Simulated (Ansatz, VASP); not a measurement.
## Two plane-wave programs on Fe

Contents of INCAR:

```
PREC     = Accurate       # precision mode
ENCUT    = 520            # plane-wave cutoff, eV
EDIFF    = 1E-6           # SCF threshold, eV
ISMEAR   = -1             # smearing method
SIGMA    = 0.05           # smearing width, eV
LREAL    = False          # projectors in reciprocal space
LASPH    = True           # aspherical terms in the spheres
NELM     = 150            # most SCF steps
ALGO     = Normal         # electronic algorithm
ISIF     = 2              # what is computed and relaxed
LWAVE    = False          # write WAVECAR
LCHARG   = False          # write CHGCAR
ISPIN    = 2              # spin polarisation
MAGMOM   = 2.263          # initial moments
LORBIT   = 11             # projections on sites
LMAXMIX  = 4              # l up to which the mixer works
GGA      = PS             # functional
NBANDS   = 14             # bands
```

File KPOINTS:

```
Automatic mesh
0
Gamma
  15 15 15
```

The input POSCAR:

```
Fe
1.0
    2.3597037699      0.0000000000      0.0000000000
    0.0000000000      2.3597037699      0.0000000000
    0.0000000000      0.0000000000      2.3597037699
Fe
1
Direct
    0.0000000000      0.0000000000      0.0000000000
```

Input for Ansatz:

```yaml
crystal:
  lattice:
    - [2.3597037699, 0.0, 0.0]
    - [0.0, 2.3597037699, 0.0]
    - [0.0, 0.0, 2.3597037699]
  atoms:
    - { symbol: Fe, position: [0.0, 0.0, 0.0], spin: 2.263 }
hamiltonian:
  xc: pbesol
  pseudopotentials:
    kind: paw
    azcp:
      Fe: "pseudopotentials/Fe.paw.azcp"
basis:
  ecutwfc: 420
  fft_grid_basis: typed
kpoints:
  mp_grid: { grid: [15, 15, 15], shift: [0, 0, 0] }
magnetization:
  spin_polarized: true
scf:
  occupations: { method: fermi_dirac, width: 0.05 }
  lower_state_search: "off"
output:
  stress: true
  write_density: true
  write_potential: true
  elf: true
  volumetric_format: npy
```

Alike in both runs: task single point; functional PBEsol; k mesh 15 × 15 × 15; occupations fermi-dirac, width 0.05 eV; collinear spin.

|  | VASP | Ansatz |
| --- | --- | --- |
| version | VASP 6.6.1 | Ansatz 0.2.0 |
| potentials or method | VASP PAW PBE potentials, release 64 (Fe), cutoff 520 eV | plane waves (420 eV) with PAW, scalar-relativistic |
| valence electrons in the cell | 8 | 16 |

```csv
,VASP,Ansatz,Ansatz less VASP
pressure (GPa),-6.5,-6.3,+0.27
net moment per atom (μB),2.35,2.34,-0.004
size of the moment on the site where the two differ most (μB),2.33,2.31,-0.016
```

VASP's potentials were made for PBE, not for PBEsol, and Ansatz warns of the same on its side. Site moments also hang on the region over which each program counts them. VASP's potentials hold 8 valence electrons a cell and Ansatz's 16, so a difference there can come from the potentials and not from the codes.
